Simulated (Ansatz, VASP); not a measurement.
**Two plane-wave programs on SnSe2**

File INCAR:

```
ALGO = Normal ; EDIFF = 1E-7
ENCUT = 520 ; GGA = PE
GGA_COMPAT = F ; ISIF = 2
ISMEAR = 0 ; IVDW = 12
LASPH = T ; LCHARG = T
LNONCOLLINEAR = T ; LORBIT = 11
LORBMOM = T ; LREAL = F
LSORBIT = T ; LVHAR = T
LWAVE = F ; MAGMOM = 0 0 0 0 0 0 0 0 0
NBANDS = 39 ; NELM = 150
PREC = Accurate ; SIGMA = 0.02
```

KPOINTS

```
k-points
0
Gamma
  12 12 6
```

Contents of POSCAR:

```
SnSe2
1.0
    3.8388190890      0.0000000000      0.0000000000
   -1.9194095445      3.3245148516      0.0000000000
    0.0000000000      0.0000000000      6.0109858019
Sn Se
1 2
Direct
    0.0000000000      0.0000000000      0.0000000000
    0.3333333333      0.6666666667      0.2651136450
    0.6666666667      0.3333333333      0.7348863550
```

Input for Ansatz:

```yaml
crystal:
  lattice:
    - [3.8388190863, 0.0, 0.0]
    - [-1.9194095431, 3.3245148493, 0.0]
    - [0.0, 0.0, 6.0109858297]
  atoms:
    - { symbol: Sn, position: [0.0, 0.0, 0.0] }
    - { symbol: Se, position: [0.3333333333, 0.6666666667, 0.2651136447] }
    - { symbol: Se, position: [0.6666666667, 0.3333333333, 0.7348863553] }
basis:
  ecutwfc: 420
kpoints:
  mp_grid: { grid: [12, 12, 6] }
  band_path:
    path:
      - [[0.0, 0.0, 0.0], [0.5, 0.0, 0.0], [0.33333333, 0.33333333, 0.0], [0.0, 0.0, 0.0], [0.0, 0.0, 0.5], [0.5, 0.0, 0.5], [0.33333333, 0.33333333, 0.5], [0.0, 0.0, 0.5]]
      - [[0.5, 0.0, 0.5], [0.5, 0.0, 0.0]]
      - [[0.33333333, 0.33333333, 0.5], [0.33333333, 0.33333333, 0.0]]
    npoints: 10
hamiltonian:
  xc: pbe
  dispersion: d3bj
scf:
  occupations: { method: gaussian, width: 0.02 }
output:
  forces: true
  stress: true
  eigenvalues: true
  populations: true
  dos: { projected: true, de: 0.02 }
  bader: false
magnetization:
  noncollinear: true
  spin_orbit: true
```

Alike in both runs: task single point; functional PBE; dispersion D3(BJ); k mesh 12 × 12 × 6; occupations gaussian, width 0.02 eV; non-collinear spin, spin-orbit coupling.

|  | VASP | Ansatz |
| --- | --- | --- |
| version | VASP 6.6.1 | Ansatz 0.2.0 |
| potentials or method | VASP PAW PBE potentials, release 64 (Sn_d, Se), cutoff 520 eV | plane waves, PAW |
| valence electrons in the cell | 26 | 46 |

|  | VASP | Ansatz | Ansatz less VASP |
| --- | --- | --- | --- |
| pressure (GPa) | 0.2 | 0.1 | -0.09 |
| rms of the force components (eV/Å) | 0.011 | 0.003 | -0.0080 |

Atom by atom the forces differ by 0.008 eV/Å (rms over components). VASP's potentials hold 26 valence electrons a cell and Ansatz's 46, so a difference there can come from the potentials and not from the codes.
